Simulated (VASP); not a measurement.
## Be: single point with r2SCAN

The system is Be.

```
Be
1.0
     2.22305    0.00000    0.00000
    -1.11153    1.92522    0.00000
     0.00000    0.00000    3.50922
Be
2
Direct
  0.33333 0.66667 0.25000
  0.66667 0.33333 0.75000
```

```
Program                : VASP 6.6.1
Task                   : single point
Functional             : r2SCAN
Potentials or basis    : VASP PAW PBE potentials, release 64 (Be)
Cutoff                 : 520 eV
k mesh                 : 24 × 24 × 14
Occupations            : fermi-dirac, width 0.05 eV
Spin                   : no spin polarisation
Dipole correction      : no
Further INCAR settings : ALGO = Normal; EDIFF = 1e-06; NBANDS = 9
```

The pressure is 7.2 GPa and the band gap on the k mesh is zero (band 2 reaches 8.64 eV, above the bottom of band 3 at 6.37 eV).

Levels at points of the mesh, in eV from the Fermi level:
```tsv
k point	band 1	band 2	band 3	band 4	band 5	band 6
(0.00, 0.00, 0.00)	-12.50	-4.93	1.24	18.12	18.12	21.24
(0.50, 0.00, 0.00)	-5.55	-3.37	4.10	7.00	7.58	10.68
(0.00, 0.00, 0.50)	-10.12	-10.12	11.82	11.82	19.99	19.99
(0.50, 0.00, 0.50)	-3.98	-3.98	1.77	1.77	13.56	13.56
```

Run time: 3 min on 1 thread of AMD EPYC 7R13 Processor (Zen 3), on a shared host, peak memory 0.14 GiB.

Caveat: the PAW data sets were made with another functional, which shifts forces and pressure a little.
